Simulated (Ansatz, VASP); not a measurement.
## One calculation of TaHg, two programs

INCAR

```
SYSTEM = TaHg
  PREC = Accurate
  ENCUT = 500
  EDIFF = 1E-6
  ISMEAR = 0
  SIGMA = 0.2
  LREAL = .False.
  LASPH = .True.
  NELM = 120
  ALGO = Normal
  ISIF = 2
  LWAVE = .False.
  LCHARG = .False.
  GGA = PE
  NBANDS = 56
  GGA_COMPAT = .False.
```

Contents of KPOINTS:

```
Automatic mesh
0
Gamma
  6 6 2
  0 0 0
```

The input POSCAR:

```
TaHg
1.0
    3.1968723474      0.0000000000      0.0000000000
   -1.5984361737      2.7685726655      0.0000000000
    0.0000000000      0.0000000000     18.9071522465
Ta Hg
4 4
Direct
    0.3333333333      0.6666666667      0.1968182510
    0.3333333333      0.6666666667      0.6968182510
    0.6666666667      0.3333333333      0.3031817490
    0.6666666667      0.3333333333      0.8031817490
    0.3333333333      0.6666666667      0.4320603190
    0.3333333333      0.6666666667      0.9320603190
    0.6666666667      0.3333333333      0.0679396810
    0.6666666667      0.3333333333      0.5679396810
```

Input for Ansatz:

```yaml
crystal:
  lattice:
    - [3.1968723474, 0.0, 0.0]
    - [-1.5984361737, 2.7685726655, 0.0]
    - [0.0, 0.0, 18.9071522465]
  atoms:
    - { symbol: Ta, position: [0.3333333333, 0.6666666667, 0.196818251] }
    - { symbol: Ta, position: [0.3333333333, 0.6666666667, 0.696818251] }
    - { symbol: Ta, position: [0.6666666667, 0.3333333333, 0.303181749] }
    - { symbol: Ta, position: [0.6666666667, 0.3333333333, 0.803181749] }
    - { symbol: Hg, position: [0.3333333333, 0.6666666667, 0.432060319] }
    - { symbol: Hg, position: [0.3333333333, 0.6666666667, 0.932060319] }
    - { symbol: Hg, position: [0.6666666667, 0.3333333333, 0.067939681] }
    - { symbol: Hg, position: [0.6666666667, 0.3333333333, 0.567939681] }
basis:
  ecutwfc: 420
kpoints:
  mp_grid: { grid: [6, 6, 2] }
hamiltonian:
  xc: pbe
scf:
  occupations: { method: gaussian, width: 0.2 }
  lower_state_search: "off"
output:
  forces: true
  stress: true
  eigenvalues: true
```

Alike in both runs: task single point; functional PBE; k mesh 6 × 6 × 2; occupations gaussian, width 0.2 eV; no spin polarisation.

|  | VASP | Ansatz |
| --- | --- | --- |
| version | VASP 6.6.1 | Ansatz 0.2.0 |
| potentials or method | VASP PAW PBE potentials, release 64 (Ta_pv, Hg), cutoff 500 eV | scalar-relativistic, plane waves, PAW |
| valence electrons in the cell | 92 | 132 |

|  | VASP | Ansatz | Ansatz less VASP |
| --- | --- | --- | --- |
| gap on the k mesh at the Fermi level (eV) | none | none | - |
| pressure (GPa) | 0.2 | -0.1 | -0.31 |
| traceless stress, the component that is largest in VASP (GPa) | 0.08 | 0.08 | -0.002 |
| rms of the force components (eV/Å) | 0.063 | 0.051 | -0.0113 |

Atom by atom the forces differ by 0.013 eV/Å (rms over components). A gap of «none» marks a metal or a gap that the smearing closes. VASP's potentials hold 92 valence electrons a cell and Ansatz's 132, so a difference there can come from the potentials and not from the codes.

The k mesh is coarse, so the values compare programs but aren't converged. Neither program's run includes spin-orbit coupling.
